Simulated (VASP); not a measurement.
Set up this calculation in VASP 6.6.1, as the native input.

```yaml
Task: single point
Functional: r2SCAN
Potentials_or_basis: VASP PAW PBE potentials, release 64 (Rh_pv)
Cutoff: 520 eV
k_mesh: 11 × 11 × 3
Occupations: fermi-dirac, width 0.05 eV
Spin: no spin polarisation
Dipole_correction: no
Further_INCAR_settings: ALGO = Normal; EDIFF = 1e-06; NBANDS = 38
```

Crystal: Rh.

```xyz
4
Lattice="2.6737 0.0000 0.0000 -1.3368 2.3155 0.0000 0.0000 0.0000 8.7390" Properties=species:S:1:pos:R:3 pbc="T T T"
Rh    1.3368    0.7718    6.5543
Rh    0.0000    0.0000    4.3695
Rh    0.0000    1.5436    2.1848
Rh    0.0000    0.0000    0.0000
```

These files were run (other wordings do the same):

POSCAR

```
Rh
1.0
    2.6736786789      0.0000000000      0.0000000000
   -1.3368393395      2.3154736575      0.0000000000
    0.0000000000      0.0000000000      8.7390209003
Rh
4
Direct
    0.6666666667      0.3333333333      0.7500000000
    0.0000000000      0.0000000000      0.5000000000
    0.3333333333      0.6666666667      0.2500000000
    0.0000000000      0.0000000000      0.0000000000
```

INCAR.step1

```
PREC = Accurate ; ENCUT = 520
ISMEAR = -1 ; SIGMA = 0.05
LREAL = F ; LASPH = T
NELM = 100 ; NBANDS = 38
GGA = PE ; ALGO = Normal
EDIFF = 1E-4 ; LWAVE = T
LCHARG = F
```

INCAR.step2

```
PREC = Accurate ; ENCUT = 520
EDIFF = 1E-6 ; ISMEAR = -1
SIGMA = 0.05 ; LREAL = F
LASPH = T ; NELM = 100
ALGO = Normal ; ISIF = 2
LWAVE = F ; LCHARG = F
METAGGA = R2SCAN ; LMIXTAU = T
NBANDS = 38 ; ISTART = 1
```

KPOINTS

```
regular mesh
0
Gamma
  11 11 3
```

Potentials or basis: VASP PAW PBE potentials, release 64 (Rh_pv).

Command:

```sh
$ cat potpaw_PBE.64/Rh_pv/POTCAR > POTCAR
$ cp INCAR.step1 INCAR
$ mpirun -np 1 vasp_std > vasp.out
$ cp INCAR.step2 INCAR
$ mpirun -np 1 vasp_std > vasp.out
```

It gave:

```yaml
Pressure: 6.0 GPa
Band_gap_on_the_k_mesh: zero (band 30 reaches 12.72 eV, above the bottom of band 31 at 10.95 eV)
```

Caveat: the PAW data sets were made with another functional, which shifts forces and pressure a little.

It took 2.9 min on 1 thread of AMD EPYC 9R45 96-Core Processor (Zen 5), with other jobs on the host, peak memory 0.16 GiB.
